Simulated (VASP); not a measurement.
Set up this calculation in VASP 6.6.1, as the native input.

```yaml
Task: relaxation of cell and atoms
Functional: PBE
Potentials_or_basis: VASP PAW PBE potentials, release 64 (Sn_d, H)
Cutoff: 600 eV
k_mesh: 5 × 5 × 5
Occupations: fermi-dirac, width 0.0351 eV
Spin: no spin polarisation
Dipole_correction: no
Further_INCAR_settings: ALGO = Normal; EDIFF = 1e-06; IBRION = 2; EDIFFG = -0.01; NSW = 60; ISIF = 3
```

The structure of SnH3 lies in POSCAR:

```
SnH3
1.0
    2.4872410000      4.3080200000      0.0000000000
   -2.4872410000      4.3080200000      0.0000000000
    0.0000000000     -2.8720130000      4.3989950000
Sn H
2 6
Direct
    0.0000000000      0.0000000000      0.0000000000
    0.5000000000      0.5000000000      0.5000000000
    0.8780000000      0.6220000000      0.7500000000
    0.2500000000      0.8780000000      0.7500000000
    0.6220000000      0.2500000000      0.7500000000
    0.1220000000      0.3780000000      0.2500000000
    0.7500000000      0.1220000000      0.2500000000
    0.3780000000      0.7500000000      0.2500000000
```

These files were run (other wordings do the same):

INCAR

```
SYSTEM = SnH3
  PREC = Accurate
  ENCUT = 600
  EDIFF = 1E-6
  ISMEAR = -1
  SIGMA = 0.0351
  LREAL = .FALSE.
  LASPH = .TRUE.
  NELM = 100
  ALGO = Normal
  ISIF = 3
  LWAVE = .FALSE.
  LCHARG = .FALSE.
  GGA = PE
  IBRION = 2
  NSW = 60
  EDIFFG = -0.01
```

KPOINTS

```
Automatic mesh
0
G
  5 5 5
  0 0 0
```

Potentials or basis: VASP PAW PBE potentials, release 64 (Sn_d, H).

The run is started by

```sh
$ cat potpaw_PBE.64/Sn_d/POTCAR potpaw_PBE.64/H/POTCAR > POTCAR
$ mpirun -np 1 vasp_std > vasp.out
```

It gave:

```
Relaxed volume                        : 15.54 Å³/atom
Relaxed cell                          : a = 5.618 Å, b = 5.618 Å, c = 5.585 Å, α = 120.20°, β = 120.20°, γ = 60.00°
Space group after relaxing (to 0.1 Å) : Pm-3m (No. 221)
Energy gained by relaxing             : 90.2 meV/atom
Ionic steps                           : 21
Pressure after relaxing               : 0.0 GPa
Largest force after relaxing          : 0.008 eV/Å
Band gap on the k mesh                : zero (bands 17 and 18 overlap by 1.56 eV)
```

Caveat: the volume moved by over 15 % at a fixed basis, so the end points are rough; spin-orbit coupling is left out, which moves the levels of the heavy elements.

It took 5.7 min on 1 thread of Intel(R) Xeon(R) 6975P-C (Granite Rapids), on a shared host, peak memory 0.27 GiB.
